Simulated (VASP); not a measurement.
Ru: single point with LDA

Crystal: Ru.

```xyz
2
Lattice="2.6246 0.0000 0.0000 -1.3123 2.2730 0.0000 0.0000 0.0000 4.4104" Properties=species:S:1:pos:R:3 pbc="T T T"
Ru    0.0000    1.5153    1.1026
Ru    1.3123    0.7577    3.3078
```

This cell differs from its parent crystal: strain -0.030 along x and y, +0.030 along z.

* Program: VASP 6.6.1
* Task: single point
* Functional: LDA
* Potentials or basis: VASP PAW LDA potentials, release 64 (Ru_pv)
* Cutoff: 520 eV
* k mesh: 21 × 21 × 12
* Occupations: gaussian, width 0.15 eV
* Spin: no spin polarisation

```yaml
Pressure: -0.1 GPa
Band_gap_on_the_k_mesh: zero (bands 14 and 15 overlap by 3.27 eV)
```

Stress tensor (GPa, compression positive):
```
 10.39   0.00   0.00
  0.00  10.39   0.00
  0.00   0.00 -21.22
```

Levels at points of the mesh, in eV from the Fermi level:
| k point | band 12 | band 13 | band 14 | band 15 | band 16 | band 17 |
| --- | --- | --- | --- | --- | --- | --- |
| (0.00, 0.00, 0.00) | -2.11 | -2.11 | -0.98 | -0.98 | 0.65 | 1.27 |
| (0.00, 0.00, 0.50) | -2.74 | -2.74 | -2.74 | 0.58 | 0.58 | 0.58 |

Run time: 3.5 min on 1 thread of Intel Xeon 8259CL, with other jobs on the host, peak memory 0.25 GiB.

Caveat: the cell differs from its parent crystal (strain -0.030 along x and y, +0.030 along z); the stress differs along the axes, from -21 to 10 GPa.
